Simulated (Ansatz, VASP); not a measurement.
**Two plane-wave programs on V**

Contents of INCAR:

```
PREC = Accurate
ENCUT = 500
EDIFF = 1E-6
ISMEAR = -1
SIGMA = 0.05
LREAL = False
LASPH = True
NELM = 200
ALGO = Normal
ISIF = 2
LWAVE = False
LCHARG = True
ISPIN = 2
MAGMOM = 3.5
LORBIT = 11
LMAXMIX = 4
GGA = PS
LELF = True
LVHAR = True
NBANDS = 16
GGA_COMPAT = False
```

File KPOINTS:

```
Automatic mesh
0
Gamma
  12 12 12
```

Contents of POSCAR:

```
V
1.0
   -1.5143500000      1.5143500000      1.5143500000
    1.5143500000     -1.5143500000      1.5143500000
    1.5143500000      1.5143500000     -1.5143500000
V
1
Direct
    0.0000000000      0.0000000000      0.0000000000
```

input.yaml

```yaml
crystal:
  lattice:
    - [-1.51435, 1.51435, 1.51435]
    - [1.51435, -1.51435, 1.51435]
    - [1.51435, 1.51435, -1.51435]
  atoms:
    - { symbol: V, position: [0.0, 0.0, 0.0], spin: 3.5 }
hamiltonian:
  xc: pbesol
  pseudopotentials: { kind: paw }
magnetization:
  spin_polarized: true
kpoints:
  mp_grid: { grid: [12, 12, 12] }
scf:
  occupations: { method: fermi_dirac, width: 0.05 }
output:
  forces: true
  stress: true
  eigenvalues: true
```

Alike in both runs: task single point; functional PBEsol; k mesh 12 × 12 × 12; occupations fermi-dirac, width 0.05 eV; collinear spin.

```csv
,VASP,Ansatz
version,VASP 6.6.1,Ansatz 0.2.0
potentials or method,"VASP PAW PBE potentials, release 64 (V_sv)",Ansatz PAW
plane-wave cutoff (eV),500,420
valence electrons in the cell,13,13
```

```csv
,VASP,Ansatz,Ansatz less VASP
gap on the k mesh at the Fermi level (eV),none,none,-
pressure (GPa),-12.0,-12.0,-0.08
net moment per atom (μB),0.00,0.00,0.000
```

VASP's potentials were made for PBE, not for PBEsol. A gap of «none» marks a metal or a gap that the smearing closes.
